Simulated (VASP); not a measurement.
Input of a VASP 6.6.1 run:

File INCAR:

```
SYSTEM = SnO
ALGO = Normal ; EDIFF = 1E-8
ENCUT = 520 ; GGA = PS
ISIF = 2 ; ISMEAR = 0
LASPH = .True. ; LCHARG = .False.
LEPSILON = .True. ; LREAL = .False.
LWAVE = .False. ; NELM = 60
PREC = Accurate ; SIGMA = 0.01
```

KPOINTS

```
k-points
0
Gamma
  6 6 6
  0 0 0
```

Contents of POSCAR:

```
SnO
1.0
    3.8136952200      0.0000000000      0.0000000000
    0.0000000000      3.8136952200      0.0000000000
    0.0000000000      0.0000000000      4.8869133000
Sn O
2 2
Direct
    0.5000000000      0.0000000000      0.7646261400
    0.0000000000      0.5000000000      0.2353738600
    0.0000000000      0.0000000000      0.0000000000
    0.5000000000      0.5000000000      0.0000000000
```

Potentials or basis: VASP PAW PBE potentials, release 64 (Sn_d, O).

Launch:

```console
$ cat potpaw_PBE.64/Sn_d/POTCAR potpaw_PBE.64/O/POTCAR > POTCAR
$ mpirun -np 1 vasp_std > vasp.out
```

(1) What does it give for the electronic dielectric tensor (diagonal)?

(2) Predict the Born charges (mean of the diagonal).

(3) Estimate the band gap on the k mesh.

## Answers

(1) 8.30, 8.30, 7.17.

(2) Sn +3.03; O -3.03 e.

(3) 0.14 eV, indirect (least direct gap 1.96 eV).

Caveat: the gap is small at this level, which inflates the dielectric constant; spin-orbit coupling is left out, which moves the levels of the heavy elements.
